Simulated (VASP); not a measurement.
Runs of VASP 6.6.1 on Ta. The structure is that of space group Im-3m (No. 229), or close to it. The cells are those of the table. 

| task | cell | k mesh | cutoff (eV) | gap on the mesh (eV) | pressure (GPa) | relaxed volume (Å³/atom) |
| --- | --- | --- | --- | --- | --- | --- |
| single point | a = 2.865 Å, angles 109.5°, 1 atom | 8 × 8 × 8 | 520 | none | 0.1 | - |
| single point | a = 2.792 Å, angles 109.5°, 1 atom | 8 × 8 × 8 | 520 | none | 18.8 | - |
| single point | a = 2.875 Å, angles 109.5°, 1 atom | 18 × 18 × 18 | 520 | none | 0.0 | - |
| relaxation of cell and atoms | relaxed from a = 2.865 Å, angles 109.5°, 1 atom | 18 × 18 × 18 | 600 | none | 0.0 | (a) |
| relaxation of cell and atoms | relaxed from a = 2.792 Å, angles 109.5°, 1 atom | 8 × 8 × 8 | 600 | none | -0.1 | 18.12 |

Alike in all rows: level PBE; potentials or basis VASP PAW PBE potentials, release 64 (Ta_pv); no spin polarisation; smearing gaussian 0.1 eV.

Question: Estimate the missing entries.

Answer: (a) 18.29.

Caveats: spin-orbit coupling is left out, which moves the levels of the heavy elements.

A k mesh can miss the band edges, and the runs leave out spin-orbit coupling on Ta.

A gap of «none» marks levels without a gap at the run's occupations.
